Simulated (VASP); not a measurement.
Crystal: CdS.

```
Cd S
1.0
     4.16460    0.00000    0.00000
    -2.08230    3.60665    0.00000
     0.00000    0.00000    6.76601
Cd S
2 2
Direct
  0.33333 0.66667 0.99904
  0.66667 0.33333 0.49904
  0.33333 0.66667 0.37596
  0.66667 0.33333 0.87596
```

Base run:

```yaml
Program: VASP 6.6.1
Functional: PBE
Potentials_or_basis: VASP PAW PBE potentials, release 64 (Cd, S)
Cutoff: 520 eV
k_mesh: 6 × 6 × 4
Occupations: gaussian, width 0.01 eV
Spin: no spin polarisation
```

Its results: band gap on the k mesh 1.17 eV, direct; pressure 1.7 GPa.

Q: The run is repeated on the same cell with these changes: functional from PBE to r2SCAN; k mesh from 6 × 6 × 4 to 6 × 6 × 2. What comes out?

A: Band gap on the k mesh 1.63 eV, direct; pressure 0.3 GPa.

Several settings changed at once, so the effect can't be laid on one alone.

Caveats: some runs use coarse meshes; the PAW data sets were made with another functional, which shifts forces and pressure a little (some runs).

